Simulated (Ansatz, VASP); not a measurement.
One calculation of W4N, two programs

```
CELL_PARAMETERS angstrom
4.27146 0.00000 0.00000
0.00000 4.27146 0.00000
0.00000 0.00000 4.27146
ATOMIC_POSITIONS crystal
W 0.50000 0.00000 0.00000
W 0.00000 0.50000 0.00000
W 0.00000 0.00000 0.50000
W 0.50000 0.50000 0.50000
N 0.00000 0.00000 0.00000
```

Change from the starting cell: species swapped into the Co4N type (Pm-3m, No. 221).

Alike in both runs: task relaxation of cell and atoms; functional PBE; k mesh 4 × 4 × 4; occupations gaussian, width 0.1 eV; no spin polarisation.

|  | VASP | Ansatz |
| --- | --- | --- |
| version | VASP 6.6.1 | Ansatz 0.2.0 |
| potentials or method | VASP PAW PBE potentials, release 64 (W_sv, N), cutoff 600 eV | scalar-relativistic, plane waves, PAW |
| valence electrons in the cell | 61 | 61 |

```tsv
	VASP	Ansatz	Ansatz less VASP
gap on the k mesh at the Fermi level, each at its own relaxed structure (eV)	none	none	-
relaxed volume (Å³/atom)	14.16	14.14	-0.026
relaxed length of the cell vector where the two differ most in proportion (Å)	4.137	4.135	-0.0025
```

A gap of «none» marks a metal or a gap that the smearing closes.

The k mesh is coarse, so the values compare programs but aren't converged. Spin-orbit coupling is off throughout.
